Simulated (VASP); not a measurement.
Wanted: the native input for a VASP 6.6.1 run.

```
Task                   : single point
Functional             : PBE
Potentials or basis    : VASP PAW PBE potentials, release 64 (B, N)
Cutoff                 : 520 eV
k mesh                 : 10 × 10 × 2
Occupations            : gaussian, width 0.05 eV
Spin                   : no spin polarisation
Dipole correction      : no
Further INCAR settings : ALGO = Normal; EDIFF = 1e-07; NBANDS = 36
```

The structure of BN lies in POSCAR:

```
BN
1.0
    1.8130010000     -1.8130010000      0.0000000000
    1.8130010000      0.0000000000     -1.8130010000
    7.1654014596      7.1654014596      7.1654014596
B N
6 6
Direct
    0.6666666667      0.6666666667      0.0632216519
    0.0000000000      0.0000000000      0.9066268261
    0.3333333333      0.3333333333      0.2319026867
    0.6666666667      0.6666666667      0.5692647564
    0.0000000000      0.0000000000      0.4005837216
    0.3333333333      0.3333333333      0.7379457913
    0.6666666667      0.6666666667      0.4427539803
    1.0000000000      1.0000000000      0.2740729454
    0.3333333333      0.3333333333      0.6114350151
    0.6666666667      0.6666666667      0.9487970848
    0.0000000000      0.0000000000      0.7801160500
    0.3333333333      0.3333333333      0.1053919106
```

This cell differs from its parent crystal: the distance across one plane changed.

These files were run (other wordings do the same):

INCAR

```
  ALGO = Normal
  EDIFF = 1E-7
  ENCUT = 520
  GGA = PE
  ISIF = 2
  ISMEAR = 0
  LASPH = T
  LCHARG = T
  LELF = T
  LREAL = F
  LVHAR = T
  LWAVE = F
  NBANDS = 36
  NELM = 60
  PREC = Accurate
  SIGMA = 0.05
```

KPOINTS

```
k-points
0
Gamma
  10 10 2
```

Potentials or basis: VASP PAW PBE potentials, release 64 (B, N).

Command:

```bash
$ cat potpaw_PBE.64/B/POTCAR potpaw_PBE.64/N/POTCAR > POTCAR
$ mpirun -np 1 vasp_std > vasp.out
```

It gave:

```
Pressure               : 5.8 GPa
Largest force          : 3.910 eV/Å
Band gap on the k mesh : 4.30 eV
```

Caveat: the cell differs from its parent crystal (the distance across one plane changed); the cell stands under pressure; forces of over 1 eV/Å act on the atoms, so gaps and moduli don't describe the material at rest.

Run time: 48 s on 1 thread of Intel(R) Xeon(R) Platinum 8559C (Emerald Rapids), with other jobs on the host, peak memory 0.2 GiB.
